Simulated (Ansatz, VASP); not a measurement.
## One calculation of Mg, two programs

File INCAR:

```
PREC = Accurate
ENCUT = 520
EDIFF = 1E-6
ISMEAR = -1
SIGMA = 0.1
LREAL = False
LASPH = True
NELM = 60
ALGO = Normal
ISIF = 2
LWAVE = False
LCHARG = False
GGA = RE
NBANDS = 9
```

File KPOINTS:

```
regular mesh
0
Gamma
  18 18 10
```

File POSCAR:

```
Mg
1.0
    3.3479007622      0.0000000000      0.0000000000
   -1.6739503811      2.8993671094      0.0000000000
    0.0000000000      0.0000000000      5.4357265360
Mg
2
Direct
    0.3333333333      0.6666666667      0.2500000000
    0.6666666667      0.3333333333      0.7500000000
```

Input for Ansatz:

```yaml
crystal:
  lattice:
    - [3.3479007631, 0.0, 0.0]
    - [-1.6739503815, 2.8993671102, 0.0]
    - [0.0, 0.0, 5.4357265361]
  atoms:
    - { symbol: Mg, position: [0.3333333333, 0.6666666667, 0.25] }
    - { symbol: Mg, position: [0.6666666667, 0.3333333333, 0.75] }
hamiltonian:
  xc: revpbe
  pseudopotentials:
    kind: paw
    azcp:
      Mg: "pseudopotentials/Mg.paw.azcp"
basis:
  ecutwfc: 420
  fft_grid_basis: typed
kpoints:
  mp_grid: { grid: [18, 18, 10], shift: [0, 0, 0] }
magnetization:
  spin_polarized: false
scf:
  occupations: { method: fermi_dirac, width: 0.1 }
output:
  stress: true
```

Alike in both runs: task single point; functional revPBE; k mesh 18 × 18 × 10; occupations fermi-dirac, width 0.1 eV; no spin polarisation.

|  | VASP | Ansatz |
| --- | --- | --- |
| version | VASP 6.6.1 | Ansatz 0.2.0 |
| potentials or method | VASP PAW PBE potentials, release 64 (Mg), cutoff 520 eV | plane waves (420 eV) with PAW, scalar-relativistic |
| valence electrons in the cell | 4 | 20 |

Ansatz gave:

- pressure (GPa): -3.1

**Question.** Which values does VASP return?

**Answer.** Pressure (GPa): -3.2.

VASP's potentials were made for PBE, not for revPBE. VASP's potentials hold 4 valence electrons a cell and Ansatz's 20, so a difference there can come from the potentials and not from the codes.
